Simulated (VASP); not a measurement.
# Sb (Im-3m) in VASP: a series of runs, part 2 of 2

VASP 6.6.1. Earlier steps stand in the parts before.

### 4 Single point, r2SCAN

File POSCAR:

```
Sb
1.0
   -1.8813588039      1.8813588039      1.8813588039
    1.8813588039     -1.8813588039      1.8813588039
    1.8813588039      1.8813588039     -1.8813588039
Sb
1
Direct
    0.0000000000      0.0000000000      0.0000000000
```

File INCAR.step1:

```
PREC     = Accurate       # precision mode
ENCUT    = 550            # plane-wave cutoff, eV
ISMEAR   = -1             # smearing method
SIGMA    = 0.1            # smearing width, eV
LREAL    = F              # projectors in reciprocal space
LASPH    = T              # aspherical terms in the spheres
NELM     = 120            # most SCF steps
NBANDS   = 8              # bands
GGA      = PE             # functional
ALGO     = Normal         # electronic algorithm
EDIFF    = 1E-5           # SCF threshold, eV
LWAVE    = T              # write WAVECAR
LCHARG   = F              # write CHGCAR
GGA_COMPAT= F
```

File INCAR.step2:

```
PREC     = Accurate       # precision mode
ENCUT    = 550            # plane-wave cutoff, eV
EDIFF    = 1E-6           # SCF threshold, eV
ISMEAR   = -1             # smearing method
SIGMA    = 0.1            # smearing width, eV
LREAL    = F              # projectors in reciprocal space
LASPH    = T              # aspherical terms in the spheres
NELM     = 120            # most SCF steps
ALGO     = Normal         # electronic algorithm
ISIF     = 2              # what is computed and relaxed
LWAVE    = F              # write WAVECAR
LCHARG   = F              # write CHGCAR
METAGGA  = R2SCAN         # meta-GGA
LMIXTAU  = T            
NBANDS   = 8              # bands
ISTART   = 1            
GGA_COMPAT= F
```

File KPOINTS:

```
Automatic mesh
0
Gamma
  5 5 5
```

Command:

```bash
cat potpaw_PBE.64/Sb/POTCAR > POTCAR
cp INCAR.step1 INCAR
mpirun -np 1 vasp_std > vasp.out
cp INCAR.step2 INCAR
mpirun -np 1 vasp_std > vasp.out
```

Wall time 42 s (1 thread of Intel Xeon 8259CL, shared host); peak memory 0.16 GiB.

Results (log left out):

| Item | Value |
| --- | --- |
| Free energy | -25.3512 eV |
| Pressure | -0.1 GPa |
| Band gap on the k mesh | zero (an odd number of electrons rules out a gap without spin polarisation) |

Levels at points of the mesh, in eV from the Fermi level:
```csv
k point,band 1,band 2,band 3,band 4,band 5,band 6,band 7
"(0.00, 0.00, 0.00)",-13.61,5.80,5.80,5.80,10.93,10.93,10.93
```

Caveat: the k points lie up to 0.47 Å⁻¹ apart, too coarse for converged energies and pressures of a metal; the PAW data sets were made with another functional, which shifts forces and pressure a little; spin-orbit coupling is left out, which moves the levels of the heavy elements.

### 5 Single point, r2SCAN

File POSCAR:

```
Sb
1.0
   -1.8815335488      1.8815335488      1.8815335488
    1.8815335488     -1.8815335488      1.8815335488
    1.8815335488      1.8815335488     -1.8815335488
Sb
1
Direct
    0.0000000000      0.0000000000      0.0000000000
```

File INCAR.step1:

```
  PREC = Accurate
  ENCUT = 550
  ISMEAR = -1
  SIGMA = 0.1
  LREAL = F
  LASPH = T
  NELM = 120
  NBANDS = 8
  GGA = PE
  ALGO = Normal
  EDIFF = 1E-5
  LWAVE = T
  LCHARG = F
  GGA_COMPAT = F
```

File INCAR.step2:

```
  PREC = Accurate
  ENCUT = 550
  EDIFF = 1E-6
  ISMEAR = -1
  SIGMA = 0.1
  LREAL = F
  LASPH = T
  NELM = 120
  ALGO = Normal
  ISIF = 2
  LWAVE = F
  LCHARG = T
  METAGGA = R2SCAN
  LMIXTAU = T
  LELF = T
  LVHAR = T
  NBANDS = 8
  ISTART = 1
  GGA_COMPAT = F
```

KPOINTS is that of step 4.

Command:

```bash
cat potpaw_PBE.64/Sb/POTCAR > POTCAR
cp INCAR.step1 INCAR
mpirun -np 1 vasp_std > vasp.out
cp INCAR.step2 INCAR
mpirun -np 1 vasp_std > vasp.out
```

Run time: 44 s. Hardware: 1 thread of Intel Xeon 8259CL, shared host; peak memory 0.16 GiB.

It converged, with:

```yaml
Free_energy: -25.3512 eV
Pressure: -0.1 GPa
Band_gap_on_the_k_mesh: zero (an odd number of electrons rules out a gap without spin polarisation)
```

Levels at points of the mesh, in eV from the Fermi level:
| k point | band 1 | band 2 | band 3 | band 4 | band 5 | band 6 |
| --- | --- | --- | --- | --- | --- | --- |
| (0.00, 0.00, 0.00) | -13.61 | 5.80 | 5.80 | 5.80 | 10.92 | 10.92 |

Caveat: the k points lie up to 0.47 Å⁻¹ apart, too coarse for converged energies and pressures of a metal; the PAW data sets were made with another functional, which shifts forces and pressure a little; spin-orbit coupling is left out, which moves the levels of the heavy elements.

### 6 Relaxation of cell and atoms, r2SCAN

This run uses another cell than the first one, of 58.13 Å³/atom.

File POSCAR:

```
Sb
1.0
   -2.4402960000      2.4402960000      2.4402960000
    2.4402960000     -2.4402960000      2.4402960000
    2.4402960000      2.4402960000     -2.4402960000
Sb
1
Direct
    0.0000000000      0.0000000000      0.0000000000
```

File INCAR.step1:

```
SYSTEM = Sb
PREC = Accurate
ENCUT = 550
ISMEAR = -1
SIGMA = 0.1
LREAL = .FALSE.
LASPH = .TRUE.
NELM = 120
GGA = PE
ALGO = Normal
EDIFF = 1E-5
LWAVE = .TRUE.
LCHARG = .FALSE.
GGA_COMPAT = .FALSE.
IBRION = 2
ISIF = 3
EDIFFG = -0.005
NELMIN = 4
NSW = 100
```

File INCAR.step2:

```
SYSTEM = Sb
PREC = Accurate
ENCUT = 550
EDIFF = 1E-7
ISMEAR = -1
SIGMA = 0.1
LREAL = .FALSE.
LASPH = .TRUE.
NELM = 120
ALGO = Normal
ISIF = 3
LWAVE = .FALSE.
LCHARG = .FALSE.
METAGGA = R2SCAN
LMIXTAU = .TRUE.
IBRION = 2
NSW = 60
EDIFFG = -0.01
ISTART = 1
GGA_COMPAT = .FALSE.
NELMIN = 4
```

File KPOINTS:

```
regular mesh
0
G
  5 5 5
  0 0 0
```

Potentials or basis: VASP PAW PBE potentials, release 64 (Sb).

Command:

```bash
cat potpaw_PBE.64/Sb/POTCAR > POTCAR
cp INCAR.step1 INCAR
mpirun -np 1 vasp_std > vasp.out
cp INCAR.step2 INCAR
mpirun -np 1 vasp_std > vasp.out
```

Wall time 9.9 min (1 thread of Intel Xeon 8259CL, shared host); peak memory 0.26 GiB.

It converged, with:

| Item | Value |
| --- | --- |
| Free energy | -25.3517 eV |
| Relaxed volume | 26.60 Å³/atom |
| Relaxed cell | a = 3.257 Å, b = 3.257 Å, c = 3.257 Å, α = 109.47°, β = 109.47°, γ = 109.47° |
| Space group after relaxing (to 0.1 Å) | Im-3m (No. 229) |
| Pressure after relaxing | 0.0 GPa |
| Band gap on the k mesh | zero (an odd number of electrons rules out a gap without spin polarisation) |

Final structure:
```
Sb
1.0
    -1.88056    1.88056    1.88056
     1.88056   -1.88056    1.88056
     1.88056    1.88056   -1.88056
Sb
1
Direct
  0.00000 0.00000 0.00000
```

Levels at points of the mesh, in eV from the Fermi level:
| k point | band 1 | band 2 | band 3 | band 4 | band 5 | band 6 |
| --- | --- | --- | --- | --- | --- | --- |
| (0.00, 0.00, 0.00) | -13.62 | 5.81 | 5.81 | 5.81 | 10.93 | 10.93 |

Caveat: the k points lie up to 0.47 Å⁻¹ apart in the final cell, too coarse for converged energies and pressures of a metal; the volume moved by over 15 % at a fixed basis, so the end points are rough; the PAW data sets were made with another functional, which shifts forces and pressure a little; spin-orbit coupling is left out, which moves the levels of the heavy elements.

### 7 Relaxation of cell and atoms, r2SCAN

This run uses another cell than the first one, of 58.13 Å³/atom.

POSCAR is that of step 6.

File INCAR.step1:

```
SYSTEM = Sb
ALGO = Normal ; EDIFF = 1E-5
EDIFFG = -0.005 ; ENCUT = 550
GGA = PE ; GGA_COMPAT = .False.
IBRION = 2 ; ISIF = 3
ISMEAR = -1 ; LASPH = .True.
LCHARG = .False. ; LREAL = .False.
LWAVE = .True. ; NELM = 120
NELMIN = 4 ; NSW = 100
PREC = Accurate ; SIGMA = 0.1
```

File INCAR.step2:

```
SYSTEM = Sb
ALGO = Normal ; EDIFF = 1E-7
EDIFFG = -0.01 ; ENCUT = 550
GGA_COMPAT = .False. ; IBRION = 2
ISIF = 3 ; ISMEAR = -1
ISTART = 1 ; LASPH = .True.
LCHARG = .False. ; LMIXTAU = .True.
LREAL = .False. ; LWAVE = .False.
METAGGA = R2SCAN ; NELM = 120
NELMIN = 4 ; NSW = 60
PREC = Accurate ; SIGMA = 0.1
```

File KPOINTS:

```
Automatic mesh
0
Gamma
  5 5 5
  0.5 0.5 0.5
```

Command:

```bash
cat potpaw_PBE.64/Sb/POTCAR > POTCAR
cp INCAR.step1 INCAR
mpirun -np 1 vasp_std > vasp.out
cp INCAR.step2 INCAR
mpirun -np 1 vasp_std > vasp.out
```

It took 8.7 min on 1 thread of Intel Xeon 8259CL, shared host; peak memory 0.22 GiB.

The run converged. Its results:

```
Free energy                           : -25.2757 eV
Relaxed volume                        : 27.61 Å³/atom
Relaxed cell                          : a = 3.298 Å, b = 3.298 Å, c = 3.298 Å, α = 109.47°, β = 109.47°, γ = 109.47°
Space group after relaxing (to 0.1 Å) : Im-3m (No. 229)
Pressure after relaxing               : 0.0 GPa
Band gap on the k mesh                : zero (an odd number of electrons rules out a gap without spin polarisation)
```

Final structure:
```yaml
crystal:
  lattice:
    - [-1.90412, 1.90412, 1.90412]
    - [1.90412, -1.90412, 1.90412]
    - [1.90412, 1.90412, -1.90412]
  atoms:
    - { symbol: Sb, position: [0.00000, 0.00000, 0.00000] }
```

Levels at points of the mesh, in eV from the Fermi level:
| k point | band 1 | band 2 | band 3 | band 4 | band 5 | band 6 |
| --- | --- | --- | --- | --- | --- | --- |
| (0.50, 0.50, 0.50) | -5.73 | -2.15 | -2.15 | -2.15 | 3.45 | 3.45 |

Caveat: the k points lie up to 0.47 Å⁻¹ apart in the final cell, too coarse for converged energies and pressures of a metal; the volume moved by over 15 % at a fixed basis, so the end points are rough; the PAW data sets were made with another functional, which shifts forces and pressure a little; spin-orbit coupling is left out, which moves the levels of the heavy elements.

### 8 Overview

```csv
task,cell,k mesh,gap on the mesh (eV),pressure (GPa),relaxed volume (Å³/atom)
single point,"a = 3.259 Å, angles 109.5°, 1 atom",5 × 5 × 5,none,-0.1,-
single point,"a = 3.300 Å, angles 109.5°, 1 atom","5 × 5 × 5, shifted",none,-0.1,-
relaxation of cell and atoms,"relaxed from a = 4.227 Å, angles 109.5°, 1 atom",5 × 5 × 5,none,0.0,26.60
relaxation of cell and atoms,"relaxed from a = 4.227 Å, angles 109.5°, 1 atom","5 × 5 × 5, shifted",none,0.0,27.61
```

Alike in all rows: level r2SCAN; potentials or basis VASP PAW PBE potentials, release 64 (Sb); no spin polarisation; cutoff (eV) 550; smearing fermi-dirac 0.1 eV.

Caveats: all runs use coarse meshes; the PAW data sets were made with another functional, which shifts forces and pressure a little; spin-orbit coupling is left out, which moves the levels of the heavy elements; the volume moved by over 15 % at a fixed basis, so the end points are rough (at least some runs).

Total energies depend on the potentials used, so only differences within one code and one set of settings carry meaning.
